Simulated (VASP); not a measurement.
Input of a VASP 6.6.1 run:

File INCAR:

```
PREC = Accurate
ENCUT = 520
EDIFF = 1E-6
ISMEAR = -1
SIGMA = 0.1
LREAL = F
LASPH = T
NELM = 100
ALGO = Normal
ISIF = 2
LWAVE = F
LCHARG = T
GGA = CA
LELF = T
LVHAR = T
NBANDS = 9
```

The input KPOINTS:

```
Automatic mesh
0
Gamma
  8 8 8
```

The input POSCAR:

```
MgH2
1.0
    0.0000000000      2.4277664442      2.4277664442
    2.4277664442      0.0000000000      2.4277664442
    2.4277664442      2.4277664442      0.0000000000
Mg H
1 2
Direct
    0.0000000000      0.0000000000      0.0000000000
    0.7500000000      0.7500000000      0.7500000000
    0.2500000000      0.2500000000      0.2500000000
```

Potentials or basis: VASP PAW LDA potentials, release 64 (Mg, H).

The run is started by

```sh
$ cat potpaw_LDA.64/Mg/POTCAR potpaw_LDA.64/H/POTCAR > POTCAR
$ mpirun -np 1 vasp_std > vasp.out
```

(1) Estimate the pressure.

(2) Predict the band gap on the k mesh.

## Answers

(1) -6.8 GPa.

(2) zero (band 2 reaches 3.48 eV, above the bottom of band 3 at 1.90 eV).
